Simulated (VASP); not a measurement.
Set up this calculation in VASP 6.6.1, as the native input.

```yaml
Task: single point
Functional: r2SCAN
Potentials_or_basis: VASP PAW PBE potentials, release 64 (Si, Ni)
Cutoff: 520 eV
k_mesh: 14 × 12 × 10
Occupations: gaussian, width 0.1 eV
Spin: no spin polarisation
Dipole_correction: no
Further_INCAR_settings: ALGO = Normal; EDIFF = 1e-06; NBANDS = 22
```

The system is SiNi.

```
Si Ni
1.0
     3.06295    0.00000    0.00000
     0.00000    3.25250    0.00000
     0.00000    0.00000    4.68486
Si Ni
2 2
Cartesian
  1.5315 1.6262 3.9495
  0.0000 0.0000 0.7353
  1.5315 1.6262 1.6043
  0.0000 0.0000 3.0806
```

This cell differs from its parent crystal: volume scaled by 1.03, then relaxed in part.

These files were run (other wordings do the same):

POSCAR

```
SiNi
1.0
    3.0629462722      0.0000000000      0.0000000000
    0.0000000000      3.2524987838      0.0000000000
    0.0000000000      0.0000000000      4.6848609966
Si Ni
2 2
Direct
    0.5000000000      0.5000000000      0.8430397497
    0.0000000000      0.0000000000      0.1569602503
    0.5000000000      0.5000000000      0.3424375801
    0.0000000000      0.0000000000      0.6575624199
```

INCAR.step1

```
PREC = Accurate ; ENCUT = 520
ISMEAR = 0 ; SIGMA = 0.1
LREAL = F ; LASPH = T
NELM = 80 ; NBANDS = 22
GGA = PE ; ALGO = Normal
EDIFF = 1E-4 ; LWAVE = T
LCHARG = F
```

INCAR.step2

```
PREC = Accurate ; ENCUT = 520
EDIFF = 1E-6 ; ISMEAR = 0
SIGMA = 0.1 ; LREAL = F
LASPH = T ; NELM = 80
ALGO = Normal ; ISIF = 2
LWAVE = F ; LCHARG = F
METAGGA = R2SCAN ; LMIXTAU = T
NBANDS = 22 ; ISTART = 1
```

KPOINTS

```
regular mesh
0
Gamma
  14 12 10
```

Potentials or basis: VASP PAW PBE potentials, release 64 (Si, Ni).

Launch:

```console
$ cat potpaw_PBE.64/Si/POTCAR potpaw_PBE.64/Ni/POTCAR > POTCAR
$ cp INCAR.step1 INCAR
$ mpirun -np 1 vasp_std > vasp.out
$ cp INCAR.step2 INCAR
$ mpirun -np 1 vasp_std > vasp.out
```

It gave:

The pressure is -4.6 GPa. The largest force is 0.004 eV/Å and the band gap on the k mesh is zero (band 14 reaches 13.37 eV, above the bottom of band 15 at 10.69 eV).

Caveat: the PAW data sets were made with another functional, which shifts forces and pressure a little.

Run time: 9.5 min on 1 thread of Intel(R) Xeon(R) Platinum 8488C (Sapphire Rapids), with other jobs on the host, peak memory 0.4 GiB.
